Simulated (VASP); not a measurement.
A run of VASP 6.6.1 is set up as follows.

File INCAR:

```
PREC = Accurate ; ENCUT = 520
EDIFF = 1E-7 ; ISMEAR = 0
SIGMA = 0.1 ; LREAL = F
LASPH = T ; NELM = 60
ALGO = Normal ; ISIF = 2
LWAVE = F ; LCHARG = F
GGA = PS ; NBANDS = 14
```

KPOINTS

```
Automatic mesh
0
Gamma
  16 16 16
```

POSCAR

```
Bi
1.0
   -1.9568223914      1.9568223914      1.9568223914
    1.9568223914     -1.9568223914      1.9568223914
    1.9568223914      1.9568223914     -1.9568223914
Bi
1
Direct
    0.0000000000      0.0000000000      0.0000000000
```

Potentials or basis: VASP PAW PBE potentials, release 64 (Bi_d).

Command:

```bash
$ cat potpaw_PBE.64/Bi_d/POTCAR > POTCAR
$ mpirun -np 1 vasp_std > vasp.out
```

**Question.** Predict the pressure.

**Answer.** -0.1 GPa.

**Question.** Estimate the band gap on the k mesh.

**Answer.** Zero (an odd number of electrons rules out a gap without spin polarisation).

Caveat: the PAW data sets were made with another functional, which shifts forces and pressure a little; spin-orbit coupling is left out, which moves the levels of the heavy elements.
